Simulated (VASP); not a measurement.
# SiNi3 (Pm-3m) in VASP: a series of runs

Runs on SiNi3. Level: PBE. Tasks: single point.

Program: VASP 6.6.1. These are calculated values, not measurements. Logs are shortened: lines on timing, memory, paths and dates and some standing lists are left out, and cuts for length are marked.

## (1) The cell of the first run

It takes space group Pm-3m (No. 221, cubic). Conventional cell: a = 3.506 Å, b = 3.506 Å, c = 3.506 Å, α = 90.00°, β = 90.00°, γ = 90.00°. Si (site symmetry m-3m) has 12 Ni at 2.48 Å within 3.3 Å. Within 3.3 Å of Ni (site symmetry 4/mmm) lie 4 Si at 2.48 Å and 8 Ni at 2.48 Å.

## (2) Single point, PBE

Contents of INCAR:

```
  PREC = Accurate
  ENCUT = 520
  EDIFF = 1E-6
  ISMEAR = 0
  SIGMA = 0.1
  LREAL = F
  LASPH = T
  NELM = 80
  ALGO = Normal
  ISIF = 2
  LWAVE = F
  LCHARG = T
  GGA = PE
  LELF = T
  LVHAR = T
  NBANDS = 25
```

Contents of KPOINTS:

```
regular mesh
0
Gamma
  12 12 12
```

Contents of POSCAR:

```
SiNi3
1.0
    3.5062675376      0.0000000000      0.0000000000
    0.0000000000      3.5062675376      0.0000000000
    0.0000000000      0.0000000000      3.5062675376
Si Ni
1 3
Direct
    0.0000000000      0.0000000000      0.0000000000
    0.0000000000      0.5000000000      0.5000000000
    0.5000000000      0.0000000000      0.5000000000
    0.5000000000      0.5000000000      0.0000000000
```

Potentials or basis: VASP PAW PBE potentials, release 64 (Si, Ni).

Started as:

```bash
> cat potpaw_PBE.64/Si/POTCAR potpaw_PBE.64/Ni/POTCAR > POTCAR
> mpirun -np 1 vasp_std > vasp.out
```

OUTCAR:

```text
PREC = Accurate
   ENCUT = 520
   EDIFF = 1E-6
   ISMEAR = 0
   LREAL = F
   LASPH = T
   NELM = 80
   ISIF = 2
   GGA = PE

 ion  position               nearest neighbor table
   1  0.000  0.000  0.000-   2 2.48   3 2.48   4 2.48   2 2.48   3 2.48   2 2.48   4 2.48   2 2.48
                             3 2.48   4 2.48   3 2.48   4 2.48
   2  0.000  0.500  0.500-   1 2.48   3 2.48   4 2.48   1 2.48   4 2.48   1 2.48   3 2.48   1 2.48
                             3 2.48   4 2.48   4 2.48   3 2.48
   3  0.500  0.000  0.500-   1 2.48   2 2.48   4 2.48   1 2.48   4 2.48   2 2.48   4 2.48   4 2.48
                             1 2.48   2 2.48   1 2.48   2 2.48
   4  0.500  0.500  0.000-   1 2.48   2 2.48   3 2.48   2 2.48   3 2.48   1 2.48   3 2.48   3 2.48
                             1 2.48   2 2.48   2 2.48   1 2.48

  LATTYP: Found a simple cubic cell.
 ALAT       =     3.5062675376

  Lattice vectors:

 A1 = (   3.5062675376,   0.0000000000,   0.0000000000)
 A2 = (   0.0000000000,   3.5062675376,   0.0000000000)
 A3 = (   0.0000000000,   0.0000000000,   3.5062675376)

Analysis of symmetry for initial positions (statically):
=====================================================================
 Subroutine PRICEL returns:
 Original cell was already a primitive cell.

 Routine SETGRP: Setting up the symmetry group for a
 simple cubic supercell.

 Subroutine GETGRP returns: Found 48 space group operations
 (whereof 48 operations were pure point group operations)
 out of a pool of 48 trial point group operations.

The static configuration has the point symmetry O_h .

Analysis of symmetry for dynamics (positions and initial velocities):
=====================================================================
 Subroutine PRICEL returns:
 Original cell was already a primitive cell.

 Routine SETGRP: Setting up the symmetry group for a
 simple cubic supercell.

 Subroutine GETGRP returns: Found 48 space group operations
 (whereof 48 operations were pure point group operations)
 out of a pool of 48 trial point group operations.

The dynamic configuration has the point symmetry O_h .

 Subroutine INISYM returns: Found 48 space group operations
 (whereof 48 operations are pure point group operations),
 and found     1 'primitive' translations

----------------------------------------------------------------------------------------

                                     Primitive cell
[... 89 lines left out ...]
   ISPIN  =      1    spin polarized calculation?
   LNONCOLLINEAR =      F non collinear calculations
   LSORBIT =      F    spin-orbit coupling
   LASPH  =      T    aspherical Exc in radial PAW
   ENCUT  =  520.0 eV  38.22 Ry    6.18 a.u.   6.52  6.52  6.52*2*pi/ulx,y,z
   NELM   =     80;   NELMIN=  2; NELMDL= -5     # of ELM steps
   EDIFF  = 0.1E-05   stopping-criterion for ELM
   LREAL  =      F    real-space projection
   EDIFFG = 0.1E-04   stopping-criterion for IOM
   NSW    =      0    number of steps for IOM
   IBRION =     -1    ionic relax: 0-MD 1-quasi-New 2-CG
   NFREE  =      0    steps in history (QN), initial steepest desc. (CG)
   ISIF   =      2    stress and relaxation
   ISYM   =      2    0-nonsym 1-usesym 2-fastsym
   POTIM  = 0.5000    time-step for ionic-motion
   TEBEG  =    0.0;   TEEND  =   0.0 temperature during run
   PSTRESS=    0.0 pullay stress
   NELECT =      34.0000    total number of electrons
   NUPDOWN=      -1.0000    fix difference up-down
   EMIN   =  10.00;   EMAX   =-10.00  energy-range for DOS
   EFERMI =   0.00;   METHOD = LEGACY
   ISMEAR =     0;   SIGMA  =   0.10  broadening in eV -4-tet -1-fermi 0-gaus
   EFERMI_NEDOS =   21; number of points for ismear=-14 and -15
   IALGO  =     38    algorithm
   IMIX   =      4    mixing-type and parameters
     AMIX     =   0.40;   BMIX     =  1.00
     AMIX_MAG =   1.60;   BMIX_MAG =  1.00
  volume/ion in A,a.u.               =      10.78        72.72
  Fermi-wavevector in a.u.,A,eV,Ry     =   1.512595  2.858391 31.129376  2.287945
  Thomas-Fermi vector in A             =   2.622499
   LORBIT       =      0    0 simple, 1 ext, 2 COOP (PROOUT), +10 PAW based schemes
   GGA     = PE    functional components
   LHFCALC =     F    Hartree Fock is set to
   AEXX    =    0.0000 exact exchange contribution
   IVDW    =     0    specifies the selected vdW correction
   LEPSILON=     F    determine dielectric tensor
   LRPA    =     F    only Hartree local field effects (RPA)
 non-spin polarized calculation
 Gauss-broadening in eV      SIGMA  =   0.10
  energy-cutoff  :      520.00
  volume of cell :       43.11
 maximum number of plane-waves:      1189
 NGX is ok and might be reduce to    28
   NGX = 13   NGY = 13   NGZ = 13

 number of electron      33.9999979 magnetization

 Free energy of the ion-electron system (eV)
  ---------------------------------------------------
  ext. energy  EPLUGINS =         0.00000000
  ---------------------------------------------------
  free energy    TOTEN  =       -23.68596527 eV

  energy without entropy =      -23.67561501  energy(sigma->0) =      -23.68079014

 E-fermi :  10.6539     XC(G=0): -13.0972

 val. band max:       10.6445551478   @ k =   0.0833   0.0833   0.0000
 cond. band min:      10.6750961887   @ k =   0.4167   0.4167   0.3333
 fundamental gap:      0.0305410409
 Fermi energy:        10.6538589600

 k-point     1 :       0.0000    0.0000    0.0000
  band No.  band energies     occupation
      1      -1.2720      2.00000
      2       5.7858      2.00000
      3       6.6057      2.00000
      4       6.6057      2.00000
      5       7.1244      2.00000
      6       7.1244      2.00000
[... 661 lines left out ...]
     24      20.4767      0.00000
     25      21.3793      0.00000

 [... further k-points ...]
[... 5 lines left out ...]
  --------------------------------------------------------------------------------------
  -------------------------------------------------------------------------------------
  Total        0.0034590      0.0034590      0.0034590      0.0000000      0.0000000     -0.0000000
  in kB        0.1285669      0.1285669      0.1285669      0.0000000      0.0000000     -0.0000000
  external PRESSURE =       0.1285669 kB  Pullay stress =       0.0000000 kB

 VOLUME and BASIS-vectors are now :
 -----------------------------------------------------------------------------
  energy-cutoff  :      520.00
  volume of cell :       43.11
      direct lattice vectors                 reciprocal lattice vectors
     3.506267538  0.000000000  0.000000000     0.285203565  0.000000000  0.000000000
     0.000000000  3.506267538  0.000000000     0.000000000  0.285203565  0.000000000
     0.000000000  0.000000000  3.506267538     0.000000000  0.000000000  0.285203565

 POSITION                                       TOTAL-FORCE (eV/Angst)
 -----------------------------------------------------------------------------------
      0.00000      0.00000      0.00000         0.000000      0.000000      0.000000
      0.00000      1.75313      1.75313         0.000000      0.000000      0.000000
      1.75313      0.00000      1.75313         0.000000      0.000000      0.000000
      1.75313      1.75313      0.00000         0.000000      0.000000      0.000000
 -----------------------------------------------------------------------------------
    total drift:                                0.000000      0.000000      0.000000

  FREE ENERGIE OF THE ION-ELECTRON SYSTEM (eV)
  ---------------------------------------------------
  free  energy   TOTEN  =       -23.6859652671 eV

  energy  without entropy=      -23.6756150115  energy(sigma->0) =      -23.68079014
```

It took 43 s on 1 thread of Intel Xeon 6975P-C (Granite Rapids), shared host; peak memory 0.2 GiB.

Results:

| Item | Value |
| --- | --- |
| Free energy | -23.6860 eV |
| Pressure | 0.0 GPa |
| Band gap on the k mesh | zero (band 17 reaches 10.69 eV, above the bottom of band 18 at 10.45 eV) |

Levels at points of the mesh, in eV from the Fermi level:
| k point | band 14 | band 15 | band 16 | band 17 | band 18 | band 19 | band 20 | band 21 |
| --- | --- | --- | --- | --- | --- | --- | --- | --- |
| (0.00, 0.00, 0.00) | -0.62 | -0.62 | -0.30 | 0.03 | 0.03 | 0.03 | 4.82 | 6.33 |
| (0.50, 0.00, 0.00) | -1.29 | -1.14 | -0.56 | 0.03 | 3.60 | 3.60 | 5.20 | 5.27 |
| (0.50, 0.50, 0.00) | -1.42 | -1.11 | -1.01 | -0.94 | 0.65 | 0.65 | 5.58 | 6.33 |
| (0.50, 0.50, 0.50) | -1.24 | -1.24 | -0.39 | -0.21 | -0.21 | -0.21 | 1.20 | 4.02 |

Spin polarisation is off, so any magnetic state and its effect on volume and gap are missing.

## (3) Single point, PBE (volume scaled by 1.03)

Contents of INCAR:

```
SYSTEM = SiNi3
PREC = Accurate ; ENCUT = 520
EDIFF = 1E-6 ; ISMEAR = 0
SIGMA = 0.1 ; LREAL = .FALSE.
LASPH = .TRUE. ; NELM = 100
ALGO = Fast ; ISIF = 2
LWAVE = .FALSE. ; LCHARG = .FALSE.
GGA = PE ; NBANDS = 25
```

Contents of KPOINTS:

```
regular mesh
0
G
  12 12 12
  0 0 0
```

Contents of POSCAR:

```
SiNi3
1.0
    3.5409853156      0.0000000000      0.0000000000
    0.0000000000      3.5409853156      0.0000000000
    0.0000000000      0.0000000000      3.5409853156
Si Ni
1 3
Direct
    0.0000000000      0.0000000000      0.0000000000
    0.0000000000      0.5000000000      0.5000000000
    0.5000000000      0.0000000000      0.5000000000
    0.5000000000      0.5000000000      0.0000000000
```

Potentials or basis: VASP PAW PBE potentials, release 64 (Si, Ni).

Started as:

```bash
> cat potpaw_PBE.64/Si/POTCAR potpaw_PBE.64/Ni/POTCAR > POTCAR
> mpirun -np 1 vasp_std > vasp.out
```

Run time: 49 s. Hardware: 1 thread of Intel Xeon 6975P-C (Granite Rapids), shared host; peak memory 0.2 GiB.

The run converged. Its results:

```yaml
Free_energy: -23.6619 eV
Pressure: -5.8 GPa
Band_gap_on_the_k_mesh: zero (band 17 reaches 10.25 eV, above the bottom of band 18 at 10.02 eV)
```

Levels at points of the mesh, in eV from the Fermi level:
| k point | band 14 | band 15 | band 16 | band 17 | band 18 | band 19 | band 20 | band 21 |
| --- | --- | --- | --- | --- | --- | --- | --- | --- |
| (0.00, 0.00, 0.00) | -0.60 | -0.60 | -0.29 | 0.03 | 0.03 | 0.03 | 4.55 | 6.19 |
| (0.50, 0.00, 0.00) | -1.23 | -1.10 | -0.53 | 0.03 | 3.49 | 3.49 | 4.98 | 5.20 |
| (0.50, 0.50, 0.00) | -1.36 | -1.06 | -0.97 | -0.90 | 0.62 | 0.62 | 5.40 | 6.19 |
| (0.50, 0.50, 0.50) | -1.19 | -1.19 | -0.33 | -0.20 | -0.20 | -0.20 | 1.08 | 3.89 |

(Continued in part 2 of 2.)
